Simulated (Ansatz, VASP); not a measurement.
# MgO: VASP beside Ansatz

```
Mg O
1.0
     0.00000   -2.13515   -2.13515
     0.00000    2.13515   -2.13515
     4.27030    0.00000    0.00000
Mg O
2 2
Cartesian
  2.1351 0.1875 -2.1351
  0.0000 -0.1875 0.0000
  0.0000 -0.0848 -2.1351
  2.1351 0.0848 0.0000
```

Change from the starting cell: mode 4 (275.8 1/cm) frozen in, largest displacement +0.188 Å.

Alike in both runs: task single point; functional PBEsol; k mesh 8 × 8 × 6; occupations gaussian, width 0.05 eV; no spin polarisation.

|  | VASP | Ansatz |
| --- | --- | --- |
| version | VASP 6.6.1 | Ansatz 0.2.0 |
| potentials or method | VASP PAW PBE potentials, release 64 (Mg, O), cutoff 520 eV | scalar-relativistic, plane waves, PAW |
| valence electrons in the cell | 16 | 32 |

```csv
,VASP,Ansatz,Ansatz less VASP
gap on the k mesh at the Fermi level (eV),4.14,4.14,0.000
least direct gap on the mesh (eV),4.14,4.14,0.000
pressure (GPa),-5.1,-4.5,+0.55
"traceless stress, the component that is largest in VASP (GPa)",-2.78,-2.74,+0.034
rms of the force components (eV/Å),0.568,0.563,-0.0046
```

VASP's potentials were made for PBE, not for PBEsol. Atom by atom the forces differ by 0.005 eV/Å (rms over components). VASP's potentials hold 16 valence electrons a cell and Ansatz's 32, so a difference there can come from the potentials and not from the codes.
